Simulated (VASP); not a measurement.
Crystal: BAs.

```
B As
1.0
     0.00000    2.38850    2.38850
     2.38850    0.00000    2.38850
     2.38850    2.38850    0.00000
B As
1 1
Direct
  0.00000 0.00000 0.00000
  0.75000 0.75000 0.75000
```

Base run:

```yaml
Program: VASP 6.6.1
Functional: r2SCAN
Potentials_or_basis: VASP PAW PBE potentials, release 64 (B, As)
Cutoff: 520 eV
k_mesh: 15 × 15 × 15
Occupations: fermi-dirac, width 0.03 eV
Spin: no spin polarisation
```

Its results: band gap on the k mesh 1.37 eV, indirect (least direct gap 3.45 eV); pressure 0.9 GPa.

Question: After a change of settings the same cell gave: band gap on the k mesh 1.18 eV, indirect (least direct gap 3.28 eV); pressure 3.4 GPa. Which change was it?
A. cutoff from 520 eV to 550 eV; further incar settings from ALGO = Normal; EDIFF = 1e-08; NBANDS = 11 to ALGO = Normal; EDIFF = 1e-06; NBANDS = 11
B. functional from r2SCAN to PBE
C. functional from r2SCAN to PBEsol; cutoff from 520 eV to 420 eV
D. functional from r2SCAN to LDA; potentials or basis from VASP PAW PBE potentials, release 64 (B, As) to VASP PAW LDA potentials, release 64 (B, As)

Answer: B.

r2SCAN gives the wider gap, since meta-GGAs in the generalised Kohn-Sham scheme recover part of the derivative discontinuity.

Caveats: the PAW data sets were made with another functional, which shifts forces and pressure a little (some runs).
